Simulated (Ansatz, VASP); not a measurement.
Al in VASP and in Ansatz

```
Al
1.0
     2.90099    0.00000    0.00000
    -1.45049    2.51233    0.00000
     0.00000    0.00000    9.62665
Al
4
Direct
  0.00000 0.00000 0.00000
  0.00000 0.00000 0.50000
  0.33333 0.66667 0.25000
  0.66667 0.33333 0.75000
```

Alike in both runs: task single point; functional RPBE; k mesh 14 × 14 × 4; occupations fermi-dirac, width 0.1 eV; no spin polarisation.

|  | VASP | Ansatz |
| --- | --- | --- |
| version | VASP 6.6.1 | Ansatz 0.2.0 |
| potentials or method | VASP PAW PBE potentials, release 64 (Al), cutoff 520 eV | plane waves (420 eV) with PAW, scalar-relativistic |
| valence electrons in the cell | 12 | 12 |

VASP gave:

| Item | Value |
| --- | --- |
| pressure (GPa) | -2.8 |
| traceless stress, the component that is largest in VASP (GPa) | 0.35 |

Question: Estimate Ansatz's values.

Answer: Pressure (GPa): -2.7; traceless stress, the component that is largest in VASP (GPa): 0.34.

VASP's potentials were made for PBE, not for RPBE.
